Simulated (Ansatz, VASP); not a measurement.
One calculation of CO2, two programs

Contents of POSCAR:

```
CO2
1.0
   12.0000000000      0.0000000000      0.0000000000
    0.0000000000     12.0000000000      0.0000000000
    0.0000000000      0.0000000000     12.0000000000
C O
1 2
Direct
    0.5000000000      0.5000000000      0.5000000000
    0.5000000000      0.5000000000      0.5966666667
    0.5000000000      0.5000000000      0.4033333333
```

Contents of INCAR.step1:

```
PREC = Accurate
ENCUT = 1100
ISMEAR = 0
SIGMA = 0.01
LREAL = F
LASPH = T
NELM = 120
NBANDS = 15
GGA = PE
ALGO = Normal
EDIFF = 1E-5
LWAVE = T
LCHARG = F
GGA_COMPAT = F
NELMDL = -8
```

The input INCAR.step2:

```
PREC = Accurate
ENCUT = 1100
EDIFF = 1E-6
ISMEAR = 0
SIGMA = 0.01
LREAL = F
LASPH = T
NELM = 120
ALGO = Normal
ISIF = 2
LWAVE = F
LCHARG = F
METAGGA = R2SCAN
LMIXTAU = T
NBANDS = 15
ISTART = 1
GGA_COMPAT = F
```

The input KPOINTS:

```
regular mesh
0
Gamma
  1 1 1
```

Input for Ansatz:

```yaml
crystal:
  lattice:
    - [12.0, 0.0, 0.0]
    - [0.0, 12.0, 0.0]
    - [0.0, 0.0, 12.0]
  atoms:
    - { symbol: C, position: [0.5, 0.5, 0.5] }
    - { symbol: O, position: [0.5, 0.5, 0.5966666667] }
    - { symbol: O, position: [0.5, 0.5, 0.4033333333] }
scf:
  occupations: { method: fixed }
output:
  forces: true
  stress: false
  core_levels: { shells: { O: "1s", C: "1s" } }
  write_density: true
  write_potential: true
  elf: true
  volumetric_format: npy
hamiltonian:
  xc: r2scan
kpoints:
  mp_grid: { grid: [1, 1, 1] }
```

Alike in both runs: task single point; functional r2SCAN; k mesh 1 × 1 × 1; no spin polarisation.

|  | VASP | Ansatz |
| --- | --- | --- |
| version | VASP 6.6.1 | Ansatz 0.2.0 |
| potentials or method | VASP PAW PBE potentials, release 64 (C_h, O_h) | scalar-relativistic, plane waves, PAW |
| plane-wave cutoff (eV) | 1100 | 500 |
| occupations | gaussian, width 0.01 eV | fixed |
| valence electrons in the cell | 16 | 16 |

VASP gave:

```
gap on the k mesh at the Fermi level (eV) : 9.02
rms of the force components (eV/Å)        : 0.007
```

Question: Which values does Ansatz return?

Answer: gap on the k mesh at the Fermi level (eV): 9.00; rms of the force components (eV/Å): 0.048.

VASP's potentials were made for PBE, not for r2SCAN. Atom by atom the forces differ by 0.041 eV/Å (rms over components). Ansatz's warnings: xc potential rough in thin density.
